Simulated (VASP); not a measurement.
# FeCu (Cmmm) in VASP: notebook

Runs on FeCu. Level: PBE. Tasks: single point.

Program: VASP 6.6.1. These are calculated values, not measurements. Logs are shortened: lines on timing, memory, paths and dates and some standing lists are left out, and cuts for length are marked.

## Step 1: The cell of the first run

The structure is orthorhombic, space group Cmmm (No. 65). Conventional cell: a = 2.877 Å, b = 3.976 Å, c = 4.138 Å, α = 90.00°, β = 90.00°, γ = 90.00°. Fe (site symmetry mmm) has 6 Fe at 2.45 to 2.88 Å and 8 Cu at 2.52 to 2.87 Å within 3.2 Å. Within 3.2 Å of Cu (site symmetry mmm) lie 6 Cu at 2.45 to 2.88 Å and 8 Fe at 2.52 to 2.87 Å.

## Step 2: Single point, PBE, collinear spin, ferromagnetic start

The input, INCAR:

```
ALGO     = Normal         # electronic algorithm
EDIFF    = 1E-6           # SCF threshold, eV
ENCUT    = 520            # plane-wave cutoff, eV
GGA      = PE             # functional
ISIF     = 2              # what is computed and relaxed
ISMEAR   = -1             # smearing method
ISPIN    = 2              # spin polarisation
LASPH    = T              # aspherical terms in the spheres
LCHARG   = T              # write CHGCAR
LELF     = T              # ELF
LMAXMIX  = 4              # l up to which the mixer works
LORBIT   = 11             # projections on sites
LREAL    = F              # projectors in reciprocal space
LVHAR    = T            
LWAVE    = F              # write WAVECAR
MAGMOM   = 0.65 0         # initial moments
NBANDS   = 20             # bands
NELM     = 150            # most SCF steps
NUPDOWN  = 0.65           # fixed moment
PREC     = Accurate       # precision mode
SIGMA    = 0.03           # smearing width, eV
```

The input, KPOINTS:

```
k-points
0
Gamma
  12 12 7
```

The input, POSCAR:

```
FeCu
1.0
    1.4382720000     -1.9879340000      0.0000000000
    1.4382720000      1.9879340000      0.0000000000
    0.0000000000      0.0000000000      4.1381350000
Fe Cu
1 1
Direct
    0.0000000000      0.0000000000      0.0000000000
    0.5000000000      0.5000000000      0.5000000000
```

Potentials or basis: VASP PAW PBE potentials, release 64 (Fe, Cu).

Command:

```bash
$ cat potpaw_PBE.64/Fe/POTCAR potpaw_PBE.64/Cu/POTCAR > POTCAR
$ mpirun -np 1 vasp_std > vasp.out
```

OUTCAR:

```text
EDIFF = 1E-6
   ENCUT = 520
   GGA = PE
   ISIF = 2
   ISMEAR = -1
   ISPIN = 2
   LASPH = T
   LORBIT = 11
   LREAL = F
   NELM = 150
   NUPDOWN = 0.65
   PREC = Accurate

 ion  position               nearest neighbor table
   1  0.000  0.000  0.000-   2 2.52   2 2.52   2 2.52   2 2.52   2 2.87   2 2.87   2 2.87   2 2.87

   2  0.500  0.500  0.500-   1 2.52   1 2.52   1 2.52   1 2.52   1 2.87   1 2.87   1 2.87   1 2.87

  LATTYP: Found a base centered orthorhombic cell.
 ALAT       =     2.8765440000
 B/A-ratio  =     1.3821683242
 C/A-ratio  =     1.4385787250

  Lattice vectors:

 A1 = (   1.4382720000,  -1.9879340000,   0.0000000000)
 A2 = (   1.4382720000,   1.9879340000,   0.0000000000)
 A3 = (   0.0000000000,   0.0000000000,   4.1381350000)

Analysis of symmetry for initial positions (statically):
=====================================================================
 Subroutine PRICEL returns:
 Original cell was already a primitive cell.

 Routine SETGRP: Setting up the symmetry group for a
 base centered orthorhombic supercell.

 Subroutine GETGRP returns: Found  8 space group operations
 (whereof  8 operations were pure point group operations)
 out of a pool of  8 trial point group operations.

The static configuration has the point symmetry D_2h.

Analysis of symmetry for dynamics (positions and initial velocities):
=====================================================================
 Subroutine PRICEL returns:
 Original cell was already a primitive cell.

 Routine SETGRP: Setting up the symmetry group for a
 base centered orthorhombic supercell.

 Subroutine GETGRP returns: Found  8 space group operations
 (whereof  8 operations were pure point group operations)
 out of a pool of  8 trial point group operations.

The dynamic configuration has the point symmetry D_2h.

Analysis of structural, dynamic, and magnetic symmetry:
=====================================================================
 Subroutine PRICEL returns:
 Original cell was already a primitive cell.

 Routine SETGRP: Setting up the symmetry group for a
 base centered orthorhombic supercell.

 Subroutine GETGRP returns: Found  8 space group operations
 (whereof  8 operations were pure point group operations)
 out of a pool of  8 trial point group operations.

[... 110 lines left out ...]
   PSTRESS=    0.0 pullay stress
   NELECT =      19.0000    total number of electrons
   NUPDOWN=       0.6500    fix difference up-down
   EMIN   =  10.00;   EMAX   =-10.00  energy-range for DOS
   EFERMI =   0.00;   METHOD = LEGACY
   ISMEAR =    -1;   SIGMA  =   0.03  broadening in eV -4-tet -1-fermi 0-gaus
   EFERMI_NEDOS =   21; number of points for ismear=-14 and -15
   IALGO  =     38    algorithm
   IMIX   =      4    mixing-type and parameters
     AMIX     =   0.40;   BMIX     =  1.00
     AMIX_MAG =   1.60;   BMIX_MAG =  1.00
  volume/ion in A,a.u.               =      11.83        79.84
  Fermi-wavevector in a.u.,A,eV,Ry     =   1.521599  2.875405 31.501064  2.315263
  Thomas-Fermi vector in A             =   2.630292
   LORBIT       =     11    0 simple, 1 ext, 2 COOP (PROOUT), +10 PAW based schemes
   GGA     = PE    functional components
   LHFCALC =     F    Hartree Fock is set to
   AEXX    =    0.0000 exact exchange contribution
   IVDW    =     0    specifies the selected vdW correction
   LEPSILON=     F    determine dielectric tensor
   LRPA    =     F    only Hartree local field effects (RPA)
 spin polarized calculation
  energy-cutoff  :      520.00
  volume of cell :       23.66
 maximum number of plane-waves:       652
   NGX =  9   NGY =  9   NGZ = 15

 number of electron      18.9999983 magnetization       0.6500003

 Free energy of the ion-electron system (eV)
  ---------------------------------------------------
  ext. energy  EPLUGINS =         0.00000000
  ---------------------------------------------------
  free energy    TOTEN  =       -11.14051476 eV

  energy without entropy =      -11.13132845  energy(sigma->0) =      -11.13592160

 E-fermi :   6.6951     XC(G=0): -12.8215

 val. band max:        6.6947265918   @ k =  -0.2500   0.0833   0.2857
 cond. band min:       6.1672332405   @ k =   0.1667   0.0833   0.2857
 fundamental gap:     -0.5274933513
 Fermi energy:         6.1657443781

 spin component 1

 k-point     1 :       0.0000    0.0000    0.0000
  band No.  band energies     occupation
      1      -2.2613      1.00000
      2       1.8164      1.00000
      3       2.8435      1.00000
      4       3.8369      1.00000
      5       4.0534      1.00000
      6       4.2759      1.00000
[... 541 lines left out ...]
     19      28.4825      0.00000
     20      30.8491      0.00000

 [... further k-points ...]

 spin component 2

 k-point     1 :       0.0000    0.0000    0.0000
  band No.  band energies     occupation
      1      -2.3286      1.00000
      2       1.7615      1.00000
      3       2.7999      1.00000
      4       3.9017      1.00000
      5       3.9885      1.00000
      6       4.4142      1.00000
[... 541 lines left out ...]
     19      28.4516      0.00000
     20      30.9444      0.00000

 [... further k-points ...]
[... 5 lines left out ...]
  --------------------------------------------------------------------------------------
  -------------------------------------------------------------------------------------
  Total       -1.5268999     -1.1652956     -0.4673908      0.0000000      0.0000000      0.0000000
  in kB     -103.3816643    -78.8985581    -31.6455843      0.0000000      0.0000000      0.0000000
  external PRESSURE =     -71.3086022 kB  Pullay stress =       0.0000000 kB

 VOLUME and BASIS-vectors are now :
 -----------------------------------------------------------------------------
  energy-cutoff  :      520.00
  volume of cell :       23.66
      direct lattice vectors                 reciprocal lattice vectors
     1.438272000 -1.987934000  0.000000000     0.347639389 -0.251517405  0.000000000
     1.438272000  1.987934000  0.000000000     0.347639389  0.251517405  0.000000000
     0.000000000  0.000000000  4.138135000     0.000000000  0.000000000  0.241654755

 POSITION                                       TOTAL-FORCE (eV/Angst)
 -----------------------------------------------------------------------------------
      0.00000      0.00000      0.00000         0.000000     -0.000000      0.000000
      1.43827      0.00000      2.06907        -0.000000      0.000000      0.000000
 -----------------------------------------------------------------------------------
    total drift:                               -0.000000     -0.000000     -0.000000

  FREE ENERGIE OF THE ION-ELECTRON SYSTEM (eV)
  ---------------------------------------------------
  free  energy   TOTEN  =       -11.1405147559 eV

  energy  without entropy=      -11.1313284467  energy(sigma->0) =      -11.13592160

 total charge

# of ion       s       p       d       tot
------------------------------------------
    1        0.444   0.448   6.250   7.143
    2        0.459   0.427   9.143  10.030
--------------------------------------------------
tot          0.904   0.876  15.394  17.173

 magnetization (x)

# of ion       s       p       d       tot
------------------------------------------
    1       -0.007  -0.033   0.825   0.785
    2       -0.012  -0.031  -0.049  -0.093
--------------------------------------------------
tot         -0.020  -0.064   0.776   0.692
```

OSZICAR:

```text
N       E                     dE             d eps       ncg     rms          rms(c)
DAV:   1     0.985342180332E+02    0.98534E+02   -0.84835E+03 15484   0.143E+03
DAV:   2    -0.769949070541E+01   -0.10623E+03   -0.96998E+02 13880   0.236E+02
DAV:   3    -0.134267742472E+02   -0.57273E+01   -0.54657E+01 15480   0.664E+01
DAV:   4    -0.134921026570E+02   -0.65328E-01   -0.65265E-01 15472   0.726E+00
DAV:   5    -0.134931381554E+02   -0.10355E-02   -0.10355E-02 15736   0.908E-01    0.131E+01
DAV:   6    -0.119603040103E+02    0.15328E+01   -0.10974E+01 15440   0.102E+02    0.637E+00
DAV:   7    -0.114708508145E+02    0.48945E+00   -0.26873E+00 17912   0.587E+01    0.705E+00
DAV:   8    -0.111564744573E+02    0.31438E+00   -0.14591E+00 19732   0.351E+01    0.164E+00
DAV:   9    -0.111385153244E+02    0.17959E-01   -0.10658E-01 21556   0.663E+00    0.823E-01
DAV:  10    -0.111393323373E+02   -0.81701E-03   -0.12380E-02 21088   0.947E-01    0.488E-01
DAV:  11    -0.111399173967E+02   -0.58506E-03   -0.17740E-02 21740   0.177E+00    0.160E-01
DAV:  12    -0.111404330036E+02   -0.51561E-03   -0.22212E-03 21204   0.559E-01    0.673E-02
DAV:  13    -0.111405011480E+02   -0.68144E-04   -0.22559E-04 20768   0.137E-01    0.354E-02
DAV:  14    -0.111405100332E+02   -0.88852E-05   -0.46214E-05 21016   0.955E-02    0.185E-02
DAV:  15    -0.111405133042E+02   -0.32710E-05   -0.93789E-06 14728   0.364E-02    0.673E-03
DAV:  16    -0.111405143473E+02   -0.10430E-05   -0.40059E-06  9328   0.218E-02    0.352E-03
DAV:  17    -0.111405147559E+02   -0.40866E-06   -0.19639E-06  8212   0.129E-02
   1 F= -.11140515E+02 E0= -.11135922E+02  d E =-.918631E-02  mag=     0.6500
```

Wall time 1.9 min (1 thread of AMD EPYC 9R45 (Zen 5), shared host); peak memory 0.21 GiB.

What came out:

```yaml
Free_energy: -11.1405 eV
Pressure: -7.1 GPa
Net_moment: 0.65 μB per cell
Site_moments: Fe +0.79; Cu -0.09 μB
Valence_electrons_inside_the_program's_atomic_spheres: Fe 7.14; Cu 10.03
```

Caveat: the cell stands under tension; the total moment is fixed, so each spin has its own Fermi level.

## Step 3: Single point, PBE, collinear spin, ferromagnetic start

The input, INCAR:

```
SYSTEM = FeCu
ALGO = Normal
EDIFF = 1E-7
ENCUT = 520
GGA = PE
ISIF = 2
ISMEAR = -1
ISPIN = 2
LASPH = .TRUE.
LCHARG = .FALSE.
LMAXMIX = 4
LORBIT = 11
LREAL = .FALSE.
LWAVE = .FALSE.
MAGMOM = 1.31 0
NBANDS = 20
NELM = 150
NUPDOWN = 1.31
PREC = Accurate
SIGMA = 0.03
```

The input, KPOINTS:

```
k-points
0
G
  12 12 7
  0 0 0
```

POSCAR is that of step 2.

Potentials or basis: VASP PAW PBE potentials, release 64 (Fe, Cu).

Command:

```bash
$ cat potpaw_PBE.64/Fe/POTCAR potpaw_PBE.64/Cu/POTCAR > POTCAR
$ mpirun -np 1 vasp_std > vasp.out
```

Wall time 1.7 min (1 thread of AMD EPYC 9R45 (Zen 5), shared host); peak memory 0.21 GiB.

The run converged. Its results:

* Free energy: -11.3402 eV
* Pressure: -5.9 GPa
* Net moment: 1.31 μB per cell
* Site moments: Fe +1.45; Cu -0.08 μB
* Valence electrons inside the program's atomic spheres: Fe 7.14; Cu 10.03

Stress tensor (GPa, compression positive):
```
-6.30  0.00  0.00
 0.00 -7.84  0.00
 0.00  0.00 -3.49
```

Caveat: the cell stands under tension; the total moment is fixed, so each spin has its own Fermi level.
